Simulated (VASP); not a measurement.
Runs of VASP 6.6.1 on Al. The structure is that of space group Fm-3m (No. 225), or close to it. The cells are those of the table. 

```csv
cell,further INCAR settings,gap on the mesh (eV),pressure (GPa)
"a = 2.927, b = 2.927, c = 2.802 Å, angles 61.4, 61.4, 57.2°, 1 atom",ALGO = Fast; EDIFF = 1e-07; NBANDS = 8,none,(a)
"a = 2.767, b = 2.767, c = 2.802 Å, angles 59.6, 59.6, 60.8°, 1 atom",ALGO = Fast; EDIFF = 1e-06; NBANDS = 8,none,2.6
"a = 2.873, b = 2.873, c = 2.802 Å, angles 60.8, 60.8, 58.4°, 1 atom",ALGO = Fast; EDIFF = 1e-07; NBANDS = 8,none,-3.7
"a = 2.837, b = 2.837, c = 2.802 Å, angles 60.4, 60.4, 59.2°, 1 atom",ALGO = Fast; EDIFF = 1e-07; NBANDS = 8,none,(b)
"a = 2.909, b = 2.909, c = 2.802 Å, angles 61.2, 61.2, 57.6°, 1 atom",ALGO = Fast; EDIFF = 1e-06; NBANDS = 8,none,-5.2
```

Alike in all rows: task single point; level PBEsol+D3(BJ); potentials or basis VASP PAW PBE potentials, release 64 (Al); no spin polarisation; k mesh 26 × 26 × 26; cutoff (eV) 520; smearing gaussian 0.15 eV.

Problem. Fill in the values left out.

Solution. (a) -5.8; (b) -2.0.

Caveats: the PAW data sets were made with another functional, which shifts forces and pressure a little; pairwise dispersion overbinds metals, which lowers pressure and volume.

A gap of «none» marks levels without a gap at the run's occupations.
